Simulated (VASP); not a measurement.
Wanted: the native input for a VASP 6.6.1 run.

```
Task                   : single point
Functional             : PBEsol
Potentials or basis    : VASP PAW PBE potentials, release 64 (P)
Cutoff                 : 520 eV
k mesh                 : 8 × 1 × 6
Occupations            : gaussian, width 0.02 eV
Spin                   : no spin polarisation
Dipole correction      : no
Further INCAR settings : ALGO = Fast; EDIFF = 1e-06; NBANDS = 18
```

The structure of P lies in POSCAR:

```
P
1.0
    3.2068884914      0.0000000000      0.0000000000
    0.0000000000     35.0619903322      0.0000000000
    0.0000000000      0.0000000000      4.5170700467
P
4
Direct
    0.0000000000      0.9758981021      0.6255233894
    0.0000000000      0.0241018979      0.3744766106
    0.5000000000      0.0241018979      0.1255233894
    0.5000000000      0.9758981021      0.8744766106
```

This cell differs from its parent crystal: strained.

The input as run:

INCAR

```
ALGO     = Fast           # electronic algorithm
EDIFF    = 1E-6           # SCF threshold, eV
ENCUT    = 520            # plane-wave cutoff, eV
GGA      = PS             # functional
ISIF     = 2              # what is computed and relaxed
ISMEAR   = 0              # smearing method
LASPH    = T              # aspherical terms in the spheres
LCHARG   = F              # write CHGCAR
LREAL    = F              # projectors in reciprocal space
LWAVE    = F              # write WAVECAR
NBANDS   = 18             # bands
NELM     = 100            # most SCF steps
PREC     = Accurate       # precision mode
SIGMA    = 0.02           # smearing width, eV
```

KPOINTS

```
k-points
0
Gamma
  8 1 6
```

Potentials or basis: VASP PAW PBE potentials, release 64 (P).

Run with:

```bash
$ cat potpaw_PBE.64/P/POTCAR > POTCAR
$ mpirun -np 1 vasp_std > vasp.out
```

Results of the run:

The largest force is 4.629 eV/Å and the band gap on the k mesh is 0.22 eV (least direct gap 1.38 eV).

Caveat: the cell differs from its parent crystal (strained); the PAW data sets were made with another functional, which shifts forces and pressure a little.

It took 2.7 min on 1 thread of Intel(R) Xeon(R) 6975P-C (Granite Rapids), on a shared host, peak memory 0.56 GiB.
